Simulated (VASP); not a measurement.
Input of a VASP 6.6.1 run:

File INCAR:

```
PREC = Accurate
ENCUT = 520
EDIFF = 1E-7
ISMEAR = -1
SIGMA = 0.1
LREAL = False
LASPH = True
NELM = 150
ALGO = Normal
ISIF = 2
LWAVE = False
LCHARG = False
ISPIN = 2
MAGMOM = 1.7 1.7 1.7 1.7 1.7
LORBIT = 11
LMAXMIX = 4
LDIPOL = True
IDIPOL = 3
DIPOL = 0.5 0.5 0.500
GGA = PS
NBANDS = 34
KPAR = 2
```

The input KPOINTS:

```
regular mesh
0
Gamma
  19 19 1
```

The input POSCAR:

```
Co
1.0
    2.4563951624      0.0000000000      0.0000000000
   -1.2281975812      2.1273006124      0.0000000000
    0.0000000000      0.0000000000     23.9442000000
Co
5
Direct
    0.0000000000      0.0000000000      0.3341105795
    0.3333333340      0.6666666660      0.4170552899
    0.0000000000      0.0000000000      0.4999999998
    0.3333333340      0.6666666660      0.5829447101
    0.0000000000      0.0000000000      0.6658894205
```

Potentials or basis: VASP PAW PBE potentials, release 64 (Co).

Command:

```bash
$ cat potpaw_PBE.64/Co/POTCAR > POTCAR
$ mpirun -np 2 vasp_std > vasp.out
```

(1) Predict the largest force.

(2) What does it give for the site moments?

(3) What does it give for the net moment?

## Answers

(1) 0.360 eV/Å.

(2) Co +1.70, +1.61, +1.55 (each value once) μB.

(3) 8.12 μB per cell.

Caveat: the PAW data sets were made with another functional, which shifts forces and pressure a little.
